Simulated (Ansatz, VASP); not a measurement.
**V in VASP and in Ansatz**

```
V
1.0
     3.03061    0.00496   -0.01900
     0.00496    3.04908    0.01534
    -0.01900    0.01534    3.05990
V
2
Direct
  0.98364 0.98111 0.00390
  0.50966 0.51182 0.49008
```

Alike in both runs: task single point; functional PBE; k mesh 6 × 6 × 6; occupations fermi-dirac, width 0.1 eV; collinear spin.

|  | VASP | Ansatz |
| --- | --- | --- |
| version | VASP 6.6.1 | Ansatz 0.2 development build |
| potentials or method | VASP PAW PBE potentials, release 64 (V_sv) | scalar-relativistic |
| plane-wave cutoff (eV) | 500 | 1143 |

```csv
,VASP,Ansatz,Ansatz less VASP
net moment per atom (μB),0.00,0.00,0.000
```

Ansatz's warnings: seeded moment not kept.
